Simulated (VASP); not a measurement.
Here is a VASP 6.6.1 calculation.

File INCAR:

```
SYSTEM = Mg32ZnO32
PREC     = Accurate       ! precision mode
ENCUT    = 520            ! plane-wave cutoff, eV
EDIFF    = 1E-6           ! SCF threshold, eV
ISMEAR   = -1             ! smearing method
SIGMA    = 0.05           ! smearing width, eV
LREAL    = Auto         
LASPH    = .True.         ! aspherical terms in the spheres
NELM     = 80             ! most SCF steps
ALGO     = Normal         ! electronic algorithm
ISIF     = 2              ! what is computed and relaxed
LWAVE    = .False.        ! write WAVECAR
LCHARG   = .True.         ! write CHGCAR
GGA      = PS             ! functional
LELF     = .True.         ! ELF
LVHAR    = .True.       
NBANDS   = 172            ! bands
ISYM     = 0
```

The input KPOINTS:

```
Automatic mesh
0
Gamma
  1 1 1
  0.25 0.25 0.25
```

File POSCAR:

```
Mg32ZnO32
1.0
    8.4288080000      0.0000000000      0.0000000000
    0.0000000000      8.4288080000      0.0000000000
    0.0000000000      0.0000000000      8.4288080000
O Mg Zn
32 32 1
Direct
    0.2499540000      0.9974550000      0.9975840000
    0.2530090000      0.9934870000      0.5032270000
    0.2529810000      0.5030880000      0.9936110000
    0.2672610000      0.5172720000      0.5173770000
    0.7496870000      0.9998370000      0.9999480000
    0.7472860000      0.9974130000      0.5001880000
    0.7472930000      0.5000660000      0.9975160000
    0.7433960000      0.5030940000      0.5032290000
    0.9970160000      0.2471110000      0.9935920000
    0.9821220000      0.2319550000      0.5193930000
    0.0000760000      0.7528340000      0.9974350000
    0.9970140000      0.7567090000      0.5032760000
    0.5026600000      0.2501640000      0.9974900000
    0.5065460000      0.2471120000      0.5032820000
    0.5002610000      0.7503990000      0.9997810000
    0.5023520000      0.7524660000      0.5001720000
    0.9970230000      0.9934870000      0.2472210000
    0.0000750000      0.9973260000      0.7529640000
    0.9820610000      0.5193410000      0.2321510000
    0.9970140000      0.5031430000      0.7567690000
    0.5026620000      0.9973540000      0.2502950000
    0.5002720000      0.9996640000      0.7505360000
    0.5065320000      0.5031370000      0.2472400000
    0.5023600000      0.5000520000      0.7525860000
    0.2691540000      0.2322750000      0.2324530000
    0.2530530000      0.2471110000      0.7567860000
    0.2530480000      0.7566410000      0.2472270000
    0.2499600000      0.7524740000      0.7525940000
    0.7433440000      0.2471000000      0.2472120000
    0.7472170000      0.2501560000      0.7529520000
    0.7472080000      0.7528300000      0.2502820000
    0.7495610000      0.7503770000      0.7504890000
    0.9998190000      0.9948290000      0.9949430000
    0.9979090000      0.9981030000      0.5025510000
    0.9978850000      0.5024380000      0.9982600000
    0.9726620000      0.5274630000      0.5274770000
    0.5000800000      0.0000090000      0.0001410000
    0.5050410000      0.9948960000      0.5004410000
    0.5050260000      0.5003240000      0.9950290000
    0.5019200000      0.5020970000      0.5022220000
    0.2523100000      0.2480160000      0.9983560000
    0.2772260000      0.2227830000      0.5274330000
    0.2501890000      0.7551500000      0.9950310000
    0.2520200000      0.7519720000      0.5021970000
    0.7446970000      0.2499520000      0.9949420000
    0.7481160000      0.2479870000      0.5025430000
    0.7499270000      0.7501700000      0.0001530000
    0.7447690000      0.7551680000      0.5004030000
    0.2523260000      0.9981950000      0.2481270000
    0.2501900000      0.9948990000      0.7552930000
    0.2771600000      0.5272710000      0.2229390000
    0.2520130000      0.5020820000      0.7520770000
    0.7446900000      0.9948130000      0.2500640000
    0.7499310000      0.0000200000      0.7502860000
    0.7480980000      0.5024340000      0.2480910000
    0.7447800000      0.5002980000      0.7552710000
    0.9720520000      0.2221880000      0.2222980000
    0.9978940000      0.2479650000      0.7526960000
    0.9978820000      0.7526090000      0.2480560000
    0.9997070000      0.7551740000      0.7552970000
    0.5024980000      0.2479750000      0.2481030000
    0.5050370000      0.2497970000      0.7552880000
    0.5050260000      0.7551450000      0.2499160000
    0.5000550000      0.7501600000      0.7502780000
    0.1241550000      0.3744140000      0.3746090000
```

Potentials or basis: VASP PAW PBE potentials, release 64 (O, Mg, Zn).

The run is started by

```bash
$ cat potpaw_PBE.64/O/POTCAR potpaw_PBE.64/Mg/POTCAR potpaw_PBE.64/Zn/POTCAR > POTCAR
$ mpirun -np 1 vasp_std > vasp.out
```

Problem. What does it give for the pressure?

Solution. 9.1 GPa.

Problem. What does it give for the band gap on the k mesh?

Solution. 1.55 eV.

Problem. What does it give for the largest force?

Solution. 0.053 eV/Å.

Forces in eV/Å, atoms in the order of the input:
```
O   -0.003  0.006  0.005
O   -0.006 -0.009 -0.006
O   -0.006 -0.005 -0.006
O    0.031  0.030  0.031
O    0.008  0.003  0.003
O    0.005  0.004 -0.003
O    0.006 -0.003  0.005
O   -0.006 -0.006 -0.007
O    0.004  0.006 -0.004
O   -0.029 -0.023  0.008
O    0.000  0.000  0.000
O    0.004  0.007 -0.006
O    0.001  0.001  0.000
O    0.012  0.005 -0.004
O    0.000 -0.002  0.006
O    0.001  0.000 -0.003
O    0.003 -0.007  0.005
O    0.000 -0.001 -0.001
O   -0.027  0.005 -0.024
O    0.003 -0.003  0.008
O    0.003 -0.001  0.002
O    0.000  0.003  0.001
O    0.011 -0.003  0.004
O    0.001 -0.002  0.000
O    0.003 -0.029 -0.029
O   -0.004  0.005  0.008
O   -0.005  0.010  0.006
O   -0.004  0.000  0.000
O   -0.002  0.006  0.007
O    0.002  0.003 -0.003
O    0.002 -0.002  0.003
O    0.004  0.001  0.003
Mg   0.005 -0.002 -0.003
Mg  -0.002  0.002  0.001
Mg  -0.001  0.000 -0.002
Mg  -0.002  0.004  0.007
Mg  -0.005  0.003  0.001
Mg   0.001 -0.001 -0.003
Mg   0.001 -0.003 -0.002
Mg  -0.004  0.001  0.001
Mg   0.001 -0.002 -0.002
Mg   0.003  0.002  0.005
Mg  -0.001  0.001 -0.002
Mg   0.003 -0.002  0.003
Mg  -0.002  0.003 -0.004
Mg  -0.001 -0.003  0.002
Mg   0.000 -0.003  0.000
Mg  -0.002  0.002 -0.001
Mg   0.000  0.000 -0.001
Mg  -0.002 -0.001  0.001
Mg   0.006  0.006  0.001
Mg   0.002  0.003 -0.001
Mg  -0.002 -0.001  0.003
Mg   0.001  0.002 -0.003
Mg  -0.002  0.000 -0.001
Mg  -0.002 -0.003  0.001
Mg  -0.007 -0.007 -0.006
Mg  -0.001 -0.001 -0.003
Mg   0.000 -0.002  0.000
Mg   0.006  0.001  0.000
Mg  -0.003  0.001  0.001
Mg   0.001  0.005  0.000
Mg   0.001  0.001  0.005
Mg  -0.006 -0.005 -0.005
Zn   0.001  0.001  0.000
```

Caveat: the PAW data sets were made with another functional, which shifts forces and pressure a little.
